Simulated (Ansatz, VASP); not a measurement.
# ScSi3: VASP beside Ansatz

```
CELL_PARAMETERS angstrom
5.09950 0.00000 0.00000
0.00000 5.09950 0.00000
0.00000 0.00000 5.09950
ATOMIC_POSITIONS crystal
Sc 0.00000 0.00000 0.00000
Sc 0.50000 0.50000 0.50000
Si 0.00000 0.50000 0.25000
Si 0.00000 0.50000 0.75000
Si 0.25000 0.00000 0.50000
Si 0.75000 0.00000 0.50000
Si 0.50000 0.75000 0.00000
Si 0.50000 0.25000 0.00000
```

Alike in both runs: task single point; functional PBE; k mesh 4 × 4 × 4; occupations gaussian, width 0.1 eV; no spin polarisation.

```csv
,VASP,Ansatz
version,VASP 6.6.1,Ansatz 0.2.0
potentials or method,"VASP PAW PBE potentials, release 64 (Sc_sv, Si), cutoff 500 eV","scalar-relativistic, plane waves, PAW"
valence electrons in the cell,46,46
```

Ansatz gave:

- gap on the k mesh at the Fermi level (eV): none
- pressure (GPa): -1.3

**Question.** Which values does VASP return?

**Answer.** gap on the k mesh at the Fermi level (eV): none; pressure (GPa): -1.2.

A gap of «none» marks a metal or a gap that the smearing closes. The functional is the same, so the differences come from potentials, cutoffs and numerics.
